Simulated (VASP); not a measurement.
# Ti3Zn (R-3m) in VASP: notebook

The runs below take Ti3Zn through single point, with LDA.

Everything below comes from runs of VASP 6.6.1. Logs are shortened: lines on timing, memory, paths and dates and some standing lists are left out, and cuts for length are marked.

**1. The cell of the first run**

Symmetry: R-3m, No. 166, trigonal system. Conventional cell: a = 5.335 Å, b = 5.335 Å, c = 7.080 Å, α = 90.00°, β = 90.00°, γ = 120.00°. Within 3.5 Å of Ti (site symmetry 2/m) lie 8 Ti at 2.67 to 2.82 Å and 4 Zn at 2.67 to 2.82 Å. Within 3.5 Å of Zn (site symmetry -3m) lie 12 Ti at 2.67 to 2.82 Å.

**2. Single point, LDA (14.54 Å³/atom)**

INCAR

```
  PREC = Accurate
  ENCUT = 520
  EDIFF = 1E-6
  ISMEAR = 0
  SIGMA = 0.15
  LREAL = False
  LASPH = True
  NELM = 60
  ALGO = Fast
  ISIF = 2
  LWAVE = False
  LCHARG = False
  NBANDS = 32
```

KPOINTS

```
Automatic mesh
0
Gamma
  12 12 12
```

POSCAR

```
Ti3Zn
1.0
    3.8774933171      0.1050010352      0.1050010352
    0.1050010352      3.8774933171      0.1050010352
    0.1050010352      0.1050010352      3.8774933171
Ti Zn
3 1
Direct
    0.0000000000      0.5000000000      0.5000000000
    0.5000000000      0.0000000000      0.5000000000
    0.5000000000      0.5000000000      0.0000000000
    0.0000000000      0.0000000000      0.0000000000
```

Potentials or basis: VASP PAW LDA potentials, release 64 (Ti_sv, Zn).

Command:

```bash
$ cat potpaw_LDA.64/Ti_sv/POTCAR potpaw_LDA.64/Zn/POTCAR > POTCAR
$ mpirun -np 1 vasp_std > vasp.out
```

OUTCAR:

```text
PREC = Accurate
   ENCUT = 520
   EDIFF = 1E-6
   ISMEAR = 0
   LREAL = False
   LASPH = True
   NELM = 60
   ISIF = 2

 ion  position               nearest neighbor table
   1  0.000  0.500  0.500-   3 2.67   4 2.67   2 2.67   4 2.67   2 2.67   3 2.67   2 2.82   4 2.82
                             3 2.82   4 2.82   3 2.82   2 2.82
   2  0.500  0.000  0.500-   3 2.67   4 2.67   1 2.67   3 2.67   1 2.67   4 2.67   1 2.82   3 2.82
                             3 2.82   4 2.82   4 2.82   1 2.82
   3  0.500  0.500  0.000-   1 2.67   2 2.67   2 2.67   4 2.67   1 2.67   4 2.67   1 2.82   2 2.82
                             2 2.82   4 2.82   1 2.82   4 2.82
   4  0.000  0.000  0.000-   1 2.67   2 2.67   1 2.67   3 2.67   2 2.67   3 2.67   1 2.82   1 2.82
                             2 2.82   3 2.82   2 2.82   3 2.82

  LATTYP: Found a trigonal (rhomboedric) cell.
 ALAT       =     3.8803356632
 COS(alpha) =     0.0548121522

  Lattice vectors:

 A1 = (   3.8774933171,   0.1050010352,   0.1050010352)
 A2 = (   0.1050010352,   3.8774933171,   0.1050010352)
 A3 = (   0.1050010352,   0.1050010352,   3.8774933171)

Analysis of symmetry for initial positions (statically):
=====================================================================
 Subroutine PRICEL returns:
 Original cell was already a primitive cell.

 Routine SETGRP: Setting up the symmetry group for a
 trigonal (rhombohedral) supercell.

 Subroutine GETGRP returns: Found 12 space group operations
 (whereof 12 operations were pure point group operations)
 out of a pool of 12 trial point group operations.

The static configuration has the point symmetry D_3d.

Analysis of symmetry for dynamics (positions and initial velocities):
=====================================================================
 Subroutine PRICEL returns:
 Original cell was already a primitive cell.

 Routine SETGRP: Setting up the symmetry group for a
 trigonal (rhombohedral) supercell.

 Subroutine GETGRP returns: Found 12 space group operations
 (whereof 12 operations were pure point group operations)
 out of a pool of 12 trial point group operations.

The dynamic configuration has the point symmetry D_3d.

 Subroutine INISYM returns: Found 12 space group operations
 (whereof 12 operations are pure point group operations),
 and found     1 'primitive' translations

----------------------------------------------------------------------------------------

                                     Primitive cell

  volume of cell :      58.1720

  direct lattice vectors                    reciprocal lattice vectors
     3.877493317  0.105001035  0.105001035     0.258267366 -0.006809386 -0.006809386
     0.105001035  3.877493317  0.105001035    -0.006809386  0.258267366 -0.006809386
     0.105001035  0.105001035  3.877493317    -0.006809386 -0.006809386  0.258267366

  length of vectors
     3.880335663  3.880335663  3.880335663     0.258446837  0.258446837  0.258446837

  position of ions in fractional coordinates (direct lattice)
     1.000000000  0.500000000  0.500000000
     0.500000000  1.000000000  0.500000000
     0.500000000  0.500000000  0.000000000
     0.000000000  0.000000000  0.000000000

  ion indices of the primitive-cell ions
   primitive index   ion index
                 1           1
                 2           2
                 3           3
                 4           4

----------------------------------------------------------------------------------------

 KPOINTS: Automatic mesh

Automatic generation of k-mesh.
 Grid dimensions read from file:
 generate k-points for:   12   12   12

 Generating k-lattice:

  Cartesian coordinates                     Fractional coordinates (reciprocal lattice)
     0.021522280 -0.000567449 -0.000567449     0.083333333  0.000000000  0.000000000
    -0.000567449  0.021522280 -0.000567449     0.000000000  0.083333333  0.000000000
    -0.000567449 -0.000567449  0.021522280     0.000000000  0.000000000  0.083333333

  Length of vectors
     0.021537236  0.021537236  0.021537236

  Shift w.r.t. Gamma in fractional coordinates (k-lattice)
     0.000000000  0.000000000  0.000000000

 Subroutine IBZKPT returns following result:
 ===========================================

 Found    189 irreducible k-points:

 Following reciprocal coordinates:
            Coordinates               Weight
  0.000000  0.000000  0.000000      1.000000
  0.083333 -0.000000 -0.000000      6.000000
  0.166667 -0.000000 -0.000000      6.000000
  0.250000 -0.000000 -0.000000      6.000000
  0.333333  0.000000  0.000000      6.000000
  0.416667  0.000000  0.000000      6.000000
[... 16 lines left out ...]
  0.500000  0.166667  0.000000     12.000000
 -0.416667  0.166667  0.000000     12.000000
 [... further k-points ...]
   k-points           NKPTS =    189   k-points in BZ     NKDIM =    189   number of bands    NBANDS=     32
   number of dos      NEDOS =    301   number of ions     NIONS =      4
   total plane-waves  NPLWV =  27000
   dimension x,y,z NGX =    30 NGY =   30 NGZ =   30
   dimension x,y,z NGXF=    60 NGYF=   60 NGZF=   60
   ions per type =               3   1
   NGX,Y,Z   is equivalent  to a cutoff of  12.85, 12.85, 12.85 a.u.
   NGXF,Y,Z  is equivalent  to a cutoff of  25.71, 25.71, 25.71 a.u.
 SYSTEM =  unknown system
   PREC   = accura    normal or accurate (medium, high low for compatibility)
   ISTART =      0    job   : 0-new  1-cont  2-samecut
   ICHARG =      2    charge: 1-file 2-atom 10-const
   ISPIN  =      1    spin polarized calculation?
   LNONCOLLINEAR =      F non collinear calculations
   LSORBIT =      F    spin-orbit coupling
   LASPH  =      T    aspherical Exc in radial PAW
   ENCUT  =  520.0 eV  38.22 Ry    6.18 a.u.   7.21  7.21  7.21*2*pi/ulx,y,z
   NELM   =     60;   NELMIN=  2; NELMDL= -5     # of ELM steps
   EDIFF  = 0.1E-05   stopping-criterion for ELM
   LREAL  =      F    real-space projection
   EDIFFG = 0.1E-04   stopping-criterion for IOM
   NSW    =      0    number of steps for IOM
   IBRION =     -1    ionic relax: 0-MD 1-quasi-New 2-CG
   NFREE  =      0    steps in history (QN), initial steepest desc. (CG)
   ISIF   =      2    stress and relaxation
   ISYM   =      2    0-nonsym 1-usesym 2-fastsym
   POTIM  = 0.5000    time-step for ionic-motion
   TEBEG  =    0.0;   TEEND  =   0.0 temperature during run
   PSTRESS=    0.0 pullay stress
   NELECT =      48.0000    total number of electrons
   NUPDOWN=      -1.0000    fix difference up-down
   EMIN   =  10.00;   EMAX   =-10.00  energy-range for DOS
   EFERMI =   0.00;   METHOD = LEGACY
   ISMEAR =     0;   SIGMA  =   0.15  broadening in eV -4-tet -1-fermi 0-gaus
   EFERMI_NEDOS =   21; number of points for ismear=-14 and -15
   IALGO  =     68    algorithm
   IMIX   =      4    mixing-type and parameters
     AMIX     =   0.40;   BMIX     =  1.00
     AMIX_MAG =   1.60;   BMIX_MAG =  1.00
  volume/ion in A,a.u.               =      14.54        98.14
  Fermi-wavevector in a.u.,A,eV,Ry     =   1.535503  2.901679 32.079388  2.357768
  Thomas-Fermi vector in A             =   2.642282
   LORBIT       =      0    0 simple, 1 ext, 2 COOP (PROOUT), +10 PAW based schemes
   GGA     = CA    functional components
   LHFCALC =     F    Hartree Fock is set to
   AEXX    =    0.0000 exact exchange contribution
   IVDW    =     0    specifies the selected vdW correction
   LEPSILON=     F    determine dielectric tensor
   LRPA    =     F    only Hartree local field effects (RPA)
 non-spin polarized calculation
 RMM-DIIS sequential band-by-band and
 Gauss-broadening in eV      SIGMA  =   0.15
  energy-cutoff  :      520.00
  volume of cell :       58.17
 maximum number of plane-waves:      1593
 NGX is ok and might be reduce to    30
   NGX = 15   NGY = 15   NGZ = 15

 number of electron      48.0000005 magnetization

 Free energy of the ion-electron system (eV)
  ---------------------------------------------------
  ext. energy  EPLUGINS =         0.00000000
  ---------------------------------------------------
  free energy    TOTEN  =       -27.99791600 eV

  energy without entropy =      -27.95150835  energy(sigma->0) =      -27.97471217

 E-fermi :   8.0792     XC(G=0): -12.5406

 val. band max:        8.0751890712   @ k =  -0.4167   0.5000   0.0833
 cond. band min:       8.0814451807   @ k =  -0.3333  -0.3333   0.1667
 fundamental gap:      0.0062561095
 Fermi energy:         8.0791994231

 k-point     1 :       0.0000    0.0000    0.0000
  band No.  band energies     occupation
      1     -47.6923      2.00000
      2     -47.4273      2.00000
      3     -47.4273      2.00000
      4     -24.7574      2.00000
      5     -24.5650      2.00000
      6     -24.5650      2.00000
[... 24 lines left out ...]
     31      11.6430      0.00000
     32      11.6430      0.00000

 k-point     2 :       0.0833   -0.0000   -0.0000
  band No.  band energies     occupation
      1     -47.6883      2.00000
      2     -47.4313      2.00000
      3     -47.4272      2.00000
      4     -24.7457      2.00000
      5     -24.5580      2.00000
      6     -24.5563      2.00000
[... 24 lines left out ...]
     31      11.5737      0.00000
     32      11.6411      0.00000

 k-point     3 :       0.1667   -0.0000   -0.0000
  band No.  band energies     occupation
      1     -47.6766      2.00000
      2     -47.4430      2.00000
      3     -47.4270      2.00000
      4     -24.7124      2.00000
      5     -24.5367      2.00000
      6     -24.5310      2.00000
[... 24 lines left out ...]
     31      11.3642      0.00000
     32      11.6251      0.00000

 k-point     4 :       0.2500   -0.0000   -0.0000
  band No.  band energies     occupation
      1     -47.6586      2.00000
      2     -47.4611      2.00000
      3     -47.4268      2.00000
      4     -24.6636      2.00000
      5     -24.5002      2.00000
      6     -24.4918      2.00000
[... 24 lines left out ...]
     31      11.1691      0.00000
     32      11.5230      0.00000

 k-point     5 :       0.3333    0.0000    0.0000
  band No.  band energies     occupation
      1     -47.6364      2.00000
      2     -47.4835      2.00000
      3     -47.4265      2.00000
      4     -24.6116      2.00000
      5     -24.4456      2.00000
      6     -24.4443      2.00000
[... 584 lines left out ...]
     31      11.0984      0.00000
     32      11.3682      0.00000

 k-point    22 :       0.4167    0.1667    0.0000
  band No.  band energies     occupation
      1     -47.6083      2.00000
      2     -47.4998      2.00000
      3     -47.4375      2.00000
      4     -24.5938      2.00000
      5     -24.4482      2.00000
      6     -24.3665      2.00000
[... 24 lines left out ...]
     31      10.8125      0.00000
     32      11.1704      0.00000

 k-point    23 :       0.5000    0.1667    0.0000
  band No.  band energies     occupation
      1     -47.5930      2.00000
      2     -47.5156      2.00000
      3     -47.4370      2.00000
      4     -24.5428      2.00000
      5     -24.4266      2.00000
      6     -24.3825      2.00000
[... 24 lines left out ...]
     31      10.6512      0.00000
     32      11.0508      0.00000

 k-point    24 :      -0.4167    0.1667    0.0000
  band No.  band energies     occupation
      1     -47.5977      2.00000
      2     -47.5116      2.00000
      3     -47.4365      2.00000
      4     -24.5322      2.00000
      5     -24.4321      2.00000
      6     -24.3711      2.00000
[... 24 lines left out ...]
     31      10.7166      0.00000
     32      11.1483      0.00000

 [... further k-points ...]
[... 5 lines left out ...]
  --------------------------------------------------------------------------------------
  -------------------------------------------------------------------------------------
  Total        1.6825890      1.6825890      1.6825890     -1.7862771     -1.7862771     -1.7862771
  in kB       46.3419841     46.3419841     46.3419841    -49.1977713    -49.1977713    -49.1977713
  external PRESSURE =      46.3419841 kB  Pullay stress =       0.0000000 kB

 VOLUME and BASIS-vectors are now :
 -----------------------------------------------------------------------------
  energy-cutoff  :      520.00
  volume of cell :       58.17
      direct lattice vectors                 reciprocal lattice vectors
     3.877493317  0.105001035  0.105001035     0.258267366 -0.006809386 -0.006809386
     0.105001035  3.877493317  0.105001035    -0.006809386  0.258267366 -0.006809386
     0.105001035  0.105001035  3.877493317    -0.006809386 -0.006809386  0.258267366

 POSITION                                       TOTAL-FORCE (eV/Angst)
 -----------------------------------------------------------------------------------
      0.10500      1.99125      1.99125         0.000000      0.000000     -0.000000
      1.99125      0.10500      1.99125         0.000000     -0.000000      0.000000
      1.99125      1.99125      0.10500        -0.000000      0.000000     -0.000000
      0.00000      0.00000      0.00000        -0.000000     -0.000000     -0.000000
 -----------------------------------------------------------------------------------
    total drift:                                0.000000      0.000000     -0.000000

  FREE ENERGIE OF THE ION-ELECTRON SYSTEM (eV)
  ---------------------------------------------------
  free  energy   TOTEN  =       -27.9979160003 eV

  energy  without entropy=      -27.9515083469  energy(sigma->0) =      -27.97471217
```

Run time: 7.7 min. Hardware: 1 thread of Intel Xeon 6975P-C (Granite Rapids), shared host; peak memory 0.37 GiB.

What came out:

```yaml
Free_energy: -27.9979 eV
Pressure: 4.6 GPa
Band_gap_on_the_k_mesh: zero (bands 24 and 25 overlap by 0.57 eV)
```

Caveat: the cell stands under pressure.

**3. Single point, LDA (14.54 Å³/atom)**

INCAR

```
SYSTEM = Ti3Zn
PREC = Accurate
ENCUT = 520
EDIFF = 1E-6
ISMEAR = 0
SIGMA = 0.15
LREAL = .FALSE.
LASPH = .TRUE.
NELM = 60
ALGO = Fast
ISIF = 2
LWAVE = .FALSE.
LCHARG = .FALSE.
NBANDS = 32
```

KPOINTS

```
Automatic mesh
0
G
  12 12 12
  0 0 0
```

POSCAR

```
Ti3Zn
1.0
    3.8759197559     -0.0683676483     -0.0683676483
   -0.0683676483      3.8759197559     -0.0683676483
   -0.0683676483     -0.0683676483      3.8759197559
Ti Zn
3 1
Direct
    0.0000000000      0.5000000000      0.5000000000
    0.5000000000      0.0000000000      0.5000000000
    0.5000000000      0.5000000000      0.0000000000
    0.0000000000      0.0000000000      0.0000000000
```

Potentials or basis: VASP PAW LDA potentials, release 64 (Ti_sv, Zn).

Command:

```bash
$ cat potpaw_LDA.64/Ti_sv/POTCAR potpaw_LDA.64/Zn/POTCAR > POTCAR
$ mpirun -np 1 vasp_std > vasp.out
```

Run time: 7 min. Hardware: 1 thread of Intel Xeon 6975P-C (Granite Rapids), shared host; peak memory 0.38 GiB.

The run converged. Its results:

- Free energy: -28.0851 eV
- Pressure: 4.2 GPa
- Band gap on the k mesh: zero (bands 24 and 25 overlap by 0.42 eV)

Stress tensor (GPa, compression positive):
```
4.19 2.50 2.50
2.50 4.19 2.50
2.50 2.50 4.19
```

Levels at points of the mesh, in eV from the Fermi level:
```tsv
k point	band 20	band 21	band 22	band 23	band 24	band 25	band 26	band 27	band 28	band 29
(0.00, 0.00, 0.00)	-1.20	-1.20	-1.13	-1.13	-0.93	2.21	2.21	2.28	2.38	2.38
(0.50, 0.00, 0.00)	-2.12	-1.11	-0.90	-0.79	0.25	0.81	0.85	1.26	1.70	1.93
(0.50, 0.50, 0.00)	-2.65	-1.28	-1.15	-0.31	-0.30	-0.02	1.00	1.04	1.72	1.95
(0.50, 0.50, 0.50)	-1.77	-1.55	-0.31	-0.31	0.06	0.50	0.95	0.95	1.60	2.09
```

Caveat: the cell stands under pressure.
